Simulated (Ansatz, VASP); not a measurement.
One calculation of Rh, two programs

```
Rh
1.0
     0.00000    1.97657    1.97657
     1.97657    0.00000    1.97657
     1.97657    1.97657    0.00000
Rh
1
Direct
  0.00000 0.00000 0.00000
```

Alike in both runs: task single point; functional PBE; k mesh 24 × 24 × 24; occupations gaussian, width 0.1 eV; no spin polarisation.

```csv
,VASP,Ansatz
version,VASP 6.6.1,Ansatz 0.2.0
potentials or method,"VASP PAW PBE potentials, release 64 (Rh_pv), cutoff 520 eV","scalar-relativistic, plane waves, PAW"
valence electrons in the cell,15,17
```

|  | VASP | Ansatz | Ansatz less VASP |
| --- | --- | --- | --- |
| gap on the k mesh at the Fermi level (eV) | none | none | - |
| pressure (GPa) | -19.0 | -19.1 | -0.04 |

A gap of «none» marks a metal or a gap that the smearing closes. VASP's potentials hold 15 valence electrons a cell and Ansatz's 17, so a difference there can come from the potentials and not from the codes.
